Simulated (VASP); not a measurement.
# Zn (Fd-3m) in VASP: notebook

The runs below take Zn through single point, with PBEsol.

Everything below comes from runs of VASP 6.6.1. Logs are shortened: lines on timing, memory, paths and dates and some standing lists are left out, and cuts for length are marked.

### 1 The cell of the first run

Symmetry: Fd-3m, No. 227, cubic system. The conventional cell has a = 5.800 Å, b = 5.800 Å, c = 5.800 Å, α = 90.00°, β = 90.00°, γ = 90.00°. Zn (site symmetry -43m) has 4 Zn at 2.51 Å within 3.3 Å.

### 2 Single point, PBEsol (volume scaled by 1.08)

Input file INCAR:

```
SYSTEM = Zn
ALGO = Normal ; EDIFF = 1E-7
ENCUT = 520 ; GGA = PS
ISIF = 2 ; ISMEAR = -1
LASPH = .TRUE. ; LCHARG = .FALSE.
LREAL = .FALSE. ; LWAVE = .FALSE.
NBANDS = 19 ; NELM = 60
PREC = Accurate ; SIGMA = 0.1
```

Input file KPOINTS:

```
k-points
0
G
  11 11 11
  0 0 0
```

Input file POSCAR:

```
Zn
1.0
    0.0000000000      2.9000300632      2.9000300632
    2.9000300632      0.0000000000      2.9000300632
    2.9000300632      2.9000300632      0.0000000000
Zn
2
Direct
    0.1250000000      0.1250000000      0.1250000000
    0.8750000000      0.8750000000      0.8750000000
```

Potentials or basis: VASP PAW PBE potentials, release 64 (Zn).

Command:

```sh
> cat potpaw_PBE.64/Zn/POTCAR > POTCAR
> mpirun -np 1 vasp_std > vasp.out
```

OUTCAR:

```text
SYSTEM = Zn
   EDIFF = 1E-7
   ENCUT = 520
   GGA = PS
   ISIF = 2
   ISMEAR = -1
   LASPH = .TRUE.
   LREAL = .FALSE.
   NELM = 60
   PREC = Accurate

 ion  position               nearest neighbor table
   1  0.125  0.125  0.125-   2 2.51   2 2.51   2 2.51   2 2.51
   2  0.875  0.875  0.875-   1 2.51   1 2.51   1 2.51   1 2.51

  LATTYP: Found a face centered cubic cell.
 ALAT       =     5.8000601264

  Lattice vectors:

 A1 = (   0.0000000000,   2.9000300632,   2.9000300632)
 A2 = (   2.9000300632,   0.0000000000,   2.9000300632)
 A3 = (   2.9000300632,   2.9000300632,   0.0000000000)

Analysis of symmetry for initial positions (statically):
=====================================================================
 Subroutine PRICEL returns:
 Original cell was already a primitive cell.

 Routine SETGRP: Setting up the symmetry group for a
 face centered cubic supercell.

 Subroutine GETGRP returns: Found 48 space group operations
 (whereof 12 operations were pure point group operations)
 out of a pool of 48 trial point group operations.

The static configuration has the point symmetry D_3d.
 The point group associated with its full space group is O_h .

Analysis of symmetry for dynamics (positions and initial velocities):
=====================================================================
 Subroutine PRICEL returns:
 Original cell was already a primitive cell.

 Routine SETGRP: Setting up the symmetry group for a
 face centered cubic supercell.

 Subroutine GETGRP returns: Found 48 space group operations
 (whereof 12 operations were pure point group operations)
 out of a pool of 48 trial point group operations.

The dynamic configuration has the point symmetry D_3d.
 The point group associated with its full space group is O_h .

 Subroutine INISYM returns: Found 48 space group operations
 (whereof 12 operations are pure point group operations),
 and found     1 'primitive' translations

----------------------------------------------------------------------------------------

                                     Primitive cell

  volume of cell :      48.7795

  direct lattice vectors                    reciprocal lattice vectors
     0.000000000  2.900030063  2.900030063    -0.172412006  0.172412006  0.172412006
     2.900030063  0.000000000  2.900030063     0.172412006 -0.172412006  0.172412006
     2.900030063  2.900030063  0.000000000     0.172412006  0.172412006 -0.172412006

  length of vectors
     4.101261847  4.101261847  4.101261847     0.298626354  0.298626354  0.298626354

  position of ions in fractional coordinates (direct lattice)
     0.125000000  0.125000000  0.125000000
     0.875000000  0.875000000  0.875000000

  ion indices of the primitive-cell ions
   primitive index   ion index
                 1           1
                 2           2

----------------------------------------------------------------------------------------

 KPOINTS: k-points

Automatic generation of k-mesh.
 Grid dimensions read from file:
 generate k-points for:   11   11   11

 Generating k-lattice:

  Cartesian coordinates                     Fractional coordinates (reciprocal lattice)
    -0.015673819  0.015673819  0.015673819     0.090909091  0.000000000  0.000000000
     0.015673819 -0.015673819  0.015673819     0.000000000  0.090909091  0.000000000
     0.015673819  0.015673819 -0.015673819     0.000000000  0.000000000  0.090909091

  Length of vectors
     0.027147850  0.027147850  0.027147850

  Shift w.r.t. Gamma in fractional coordinates (k-lattice)
     0.000000000  0.000000000  0.000000000

 Subroutine IBZKPT returns following result:
 ===========================================

 Found     56 irreducible k-points:

 Following reciprocal coordinates:
            Coordinates               Weight
  0.000000  0.000000  0.000000      1.000000
  0.090909  0.000000  0.000000      8.000000
  0.181818  0.000000  0.000000      8.000000
  0.272727  0.000000  0.000000      8.000000
  0.363636  0.000000  0.000000      8.000000
  0.454545  0.000000  0.000000      8.000000
[... 16 lines left out ...]
 -0.272727  0.181818  0.000000     24.000000
 -0.181818  0.181818  0.000000     12.000000
 [... further k-points ...]
   k-points           NKPTS =     56   k-points in BZ     NKDIM =     56   number of bands    NBANDS=     19
   number of dos      NEDOS =    301   number of ions     NIONS =      2
   total plane-waves  NPLWV =  32768
   dimension x,y,z NGX =    32 NGY =   32 NGZ =   32
   dimension x,y,z NGXF=    64 NGYF=   64 NGZF=   64
   ions per type =               2
   NGX,Y,Z   is equivalent  to a cutoff of  12.97, 12.97, 12.97 a.u.
   NGXF,Y,Z  is equivalent  to a cutoff of  25.94, 25.94, 25.94 a.u.
 SYSTEM =  Zn
   PREC   = accura    normal or accurate (medium, high low for compatibility)
   ISTART =      0    job   : 0-new  1-cont  2-samecut
   ICHARG =      2    charge: 1-file 2-atom 10-const
   ISPIN  =      1    spin polarized calculation?
   LNONCOLLINEAR =      F non collinear calculations
   LSORBIT =      F    spin-orbit coupling
   LASPH  =      T    aspherical Exc in radial PAW
   ENCUT  =  520.0 eV  38.22 Ry    6.18 a.u.   7.63  7.63  7.63*2*pi/ulx,y,z
   NELM   =     60;   NELMIN=  2; NELMDL= -5     # of ELM steps
   EDIFF  = 0.1E-06   stopping-criterion for ELM
   LREAL  =      F    real-space projection
   EDIFFG = 0.1E-05   stopping-criterion for IOM
   NSW    =      0    number of steps for IOM
   IBRION =     -1    ionic relax: 0-MD 1-quasi-New 2-CG
   NFREE  =      0    steps in history (QN), initial steepest desc. (CG)
   ISIF   =      2    stress and relaxation
   ISYM   =      2    0-nonsym 1-usesym 2-fastsym
   POTIM  = 0.5000    time-step for ionic-motion
   TEBEG  =    0.0;   TEEND  =   0.0 temperature during run
   PSTRESS=    0.0 pullay stress
   NELECT =      24.0000    total number of electrons
   NUPDOWN=      -1.0000    fix difference up-down
   EMIN   =  10.00;   EMAX   =-10.00  energy-range for DOS
   EFERMI =   0.00;   METHOD = LEGACY
   ISMEAR =    -1;   SIGMA  =   0.10  broadening in eV -4-tet -1-fermi 0-gaus
   EFERMI_NEDOS =   21; number of points for ismear=-14 and -15
   IALGO  =     38    algorithm
   IMIX   =      4    mixing-type and parameters
     AMIX     =   0.40;   BMIX     =  1.00
     AMIX_MAG =   1.60;   BMIX_MAG =  1.00
  volume/ion in A,a.u.               =      24.39       164.59
  Fermi-wavevector in a.u.,A,eV,Ry     =   1.292407  2.442296 22.726039  1.670317
  Thomas-Fermi vector in A             =   2.424117
   LORBIT       =      0    0 simple, 1 ext, 2 COOP (PROOUT), +10 PAW based schemes
   GGA     = PS    functional components
   LHFCALC =     F    Hartree Fock is set to
   AEXX    =    0.0000 exact exchange contribution
   IVDW    =     0    specifies the selected vdW correction
   LEPSILON=     F    determine dielectric tensor
   LRPA    =     F    only Hartree local field effects (RPA)
 non-spin polarized calculation
  energy-cutoff  :      520.00
  volume of cell :       48.78
 maximum number of plane-waves:      1363
   NGX = 15   NGY = 15   NGZ = 15

 number of electron      24.0000019 magnetization

 Free energy of the ion-electron system (eV)
  ---------------------------------------------------
  ext. energy  EPLUGINS =         0.00000000
  ---------------------------------------------------
  free energy    TOTEN  =        -1.95051273 eV

  energy without entropy =       -1.92087545  energy(sigma->0) =       -1.93569409

 E-fermi :   0.1467     XC(G=0):  -9.1789

 val. band max:        0.1219266038   @ k =  -0.3636   0.4545   0.1818
 cond. band min:       0.2071986190   @ k =   0.2727   0.0000   0.0000
 fundamental gap:      0.0852720152
 Fermi energy:         0.1467331280

 k-point     1 :       0.0000    0.0000    0.0000
  band No.  band energies     occupation
      1      -7.4411      2.00000
      2      -7.3583      2.00000
      3      -7.3583      2.00000
      4      -7.3583      2.00000
      5      -7.3141      2.00000
      6      -7.3141      2.00000
[... 11 lines left out ...]
     18       7.3115      0.00000
     19       9.0954      0.00000

 k-point     2 :       0.0909    0.0000    0.0000
  band No.  band energies     occupation
      1      -7.3805      2.00000
      2      -7.3805      2.00000
      3      -7.3670      2.00000
      4      -7.3451      2.00000
      5      -7.2832      2.00000
      6      -7.2832      2.00000
[... 11 lines left out ...]
     18       8.2935      0.00000
     19       9.8569      0.00000

 k-point     3 :       0.1818    0.0000    0.0000
  band No.  band energies     occupation
      1      -7.4016      2.00000
      2      -7.4016      2.00000
      3      -7.3577      2.00000
      4      -7.2413      2.00000
      5      -7.2413      2.00000
      6      -7.1609      2.00000
[... 11 lines left out ...]
     18       9.5586      0.00000
     19      10.5092      0.00000

 k-point     4 :       0.2727    0.0000    0.0000
  band No.  band energies     occupation
      1      -7.4071      2.00000
      2      -7.4071      2.00000
      3      -7.3521      2.00000
      4      -7.2158      2.00000
      5      -7.2158      2.00000
      6      -7.0667      2.00000
[... 11 lines left out ...]
     18       9.7556      0.00000
     19      11.0678      0.00000

 k-point     5 :       0.3636    0.0000    0.0000
  band No.  band energies     occupation
      1      -7.3996      2.00000
      2      -7.3996      2.00000
      3      -7.3434      2.00000
      4      -7.2130      2.00000
      5      -7.2130      2.00000
      6      -7.0681      2.00000
[... 11 lines left out ...]
     18       9.2479      0.00000
     19      12.5439      0.00000
[... 334 lines left out ...]
      2      -7.4041      2.00000
      3      -7.3125      2.00000
      4      -7.1533      2.00000
      5      -7.1342      2.00000
      6      -7.0919      2.00000
[... 11 lines left out ...]
     18      10.7666      0.00000
     19      12.1139      0.00000

 k-point    22 :      -0.3636    0.1818    0.0000
  band No.  band energies     occupation
      1      -7.4458      2.00000
      2      -7.4249      2.00000
      3      -7.2906      2.00000
      4      -7.1980      2.00000
      5      -7.1121      2.00000
      6      -7.0779      2.00000
[... 11 lines left out ...]
     18      11.3857      0.00000
     19      12.0878      0.00000

 k-point    23 :      -0.2727    0.1818    0.0000
  band No.  band energies     occupation
      1      -7.4410      2.00000
      2      -7.4263      2.00000
      3      -7.2981      2.00000
      4      -7.2255      2.00000
      5      -7.1113      2.00000
      6      -7.0573      2.00000
[... 11 lines left out ...]
     18      10.0120      0.00000
     19      10.7413      0.00000

 k-point    24 :      -0.1818    0.1818    0.0000
  band No.  band energies     occupation
      1      -7.4442      2.00000
      2      -7.4011      2.00000
      3      -7.3313      2.00000
      4      -7.2333      2.00000
      5      -7.1445      2.00000
      6      -7.0517      2.00000
[... 11 lines left out ...]
     18       8.8861      0.00000
     19      10.1658      0.00000

 [... further k-points ...]
[... 5 lines left out ...]
  --------------------------------------------------------------------------------------
  -------------------------------------------------------------------------------------
  Total       -0.6175503     -0.6175503     -0.6175503      0.0000000      0.0000000     -0.0000000
  in kB      -20.2836183    -20.2836183    -20.2836183      0.0000000      0.0000000     -0.0000000
  external PRESSURE =     -20.2836183 kB  Pullay stress =       0.0000000 kB

 VOLUME and BASIS-vectors are now :
 -----------------------------------------------------------------------------
  energy-cutoff  :      520.00
  volume of cell :       48.78
      direct lattice vectors                 reciprocal lattice vectors
     0.000000000  2.900030063  2.900030063    -0.172412006  0.172412006  0.172412006
     2.900030063  0.000000000  2.900030063     0.172412006 -0.172412006  0.172412006
     2.900030063  2.900030063  0.000000000     0.172412006  0.172412006 -0.172412006

 POSITION                                       TOTAL-FORCE (eV/Angst)
 -----------------------------------------------------------------------------------
      0.72501      0.72501      0.72501        -0.000000     -0.000000     -0.000000
      5.07505      5.07505      5.07505         0.000000      0.000000      0.000000
 -----------------------------------------------------------------------------------
    total drift:                                0.000000      0.000000     -0.000000

  FREE ENERGIE OF THE ION-ELECTRON SYSTEM (eV)
  ---------------------------------------------------
  free  energy   TOTEN  =        -1.9505127316 eV

  energy  without entropy=       -1.9208754452  energy(sigma->0) =       -1.93569409
```

Wall time 31 s (1 thread of AMD EPYC 7R43 (Zen 3), shared host); peak memory 0.15 GiB.

Results:

```
Free energy            : -1.9505 eV
Pressure               : -2.0 GPa
Band gap on the k mesh : zero (band 12 reaches 5.39 eV, above the bottom of band 13 at -0.53 eV)
```

Caveat: the PAW data sets were made with another functional, which shifts forces and pressure a little.

(Continued in part 2 of 2.)
